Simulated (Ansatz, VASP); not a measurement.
## Hf3Cd in VASP and in Ansatz

Contents of INCAR:

```
  PREC = Accurate
  ENCUT = 600
  EDIFF = 1E-7
  ISMEAR = 0
  SIGMA = 0.1
  LREAL = F
  LASPH = T
  NELM = 60
  ALGO = Normal
  ISIF = 3
  LWAVE = F
  LCHARG = F
  GGA = PE
  IBRION = 2
  NSW = 90
  EDIFFG = -0.04
```

KPOINTS

```
regular mesh
0
Gamma
  4 4 4
```

The input POSCAR:

```
Hf3Cd
1.0
    0.0000000000      3.8093458000      3.8093458000
    3.8093458000      0.0000000000      3.8093458000
    3.8093458000      3.8093458000      0.0000000000
Hf Cd
3 1
Direct
    0.2500000000      0.2500000000      0.2500000000
    0.7500000000      0.7500000000      0.7500000000
    0.5000000000      0.5000000000      0.5000000000
    0.0000000000      0.0000000000      0.0000000000
```

Input for Ansatz:

```yaml
crystal:
  lattice:
    - [0.0, 3.8093458, 3.8093458]
    - [3.8093458, 0.0, 3.8093458]
    - [3.8093458, 3.8093458, 0.0]
  atoms:
    - { symbol: Hf, position: [0.25, 0.25, 0.25] }
    - { symbol: Hf, position: [0.75, 0.75, 0.75] }
    - { symbol: Hf, position: [0.5, 0.5, 0.5] }
    - { symbol: Cd, position: [0.0, 0.0, 0.0] }
basis:
  ecutwfc: 420
kpoints:
  mp_grid: { grid: [4, 4, 4] }
hamiltonian:
  xc: pbe
scf:
  occupations: { method: gaussian, width: 0.1 }
  lower_state_search: "off"
output:
  forces: true
  stress: true
  eigenvalues: true
relax:
  adjacent_minimum: "off"
  f_tol: 0.04
  max_steps: 70
  cell: { stress_tol: 0.4 }
```

Change from the starting cell: species swapped into the Rb3Cd type (Fm-3m, No. 225).

Alike in both runs: task relaxation of cell and atoms; functional PBE; k mesh 4 × 4 × 4; occupations gaussian, width 0.1 eV; no spin polarisation.

```csv
,VASP,Ansatz
version,VASP 6.6.1,Ansatz 0.2.0
potentials or method,"VASP PAW PBE potentials, release 64 (Hf_pv, Cd), cutoff 600 eV","scalar-relativistic, plane waves, PAW"
valence electrons in the cell,42,98
```

VASP gave:

| Property | Result |
| --- | --- |
| gap on the k mesh at the Fermi level, each at its own relaxed structure (eV) | none |
| relaxed volume (Å³/atom) | 21.49 |
| relaxed length of the cell vector where the two differ most in proportion (Å) | 4.954 |

**Question.** What did Ansatz give for the same quantities?

**Answer.** gap on the k mesh at the Fermi level, each at its own relaxed structure (eV): none; relaxed volume (Å³/atom): 21.58; relaxed length of the cell vector where the two differ most in proportion (Å): 4.961.

A gap of «none» marks a metal or a gap that the smearing closes. VASP's potentials hold 42 valence electrons a cell and Ansatz's 98, so a difference there can come from the potentials and not from the codes.

Spin-orbit coupling is off throughout. Noted on VASP's run: the volume moved by over 15 % at a fixed basis, so the end points are rough.
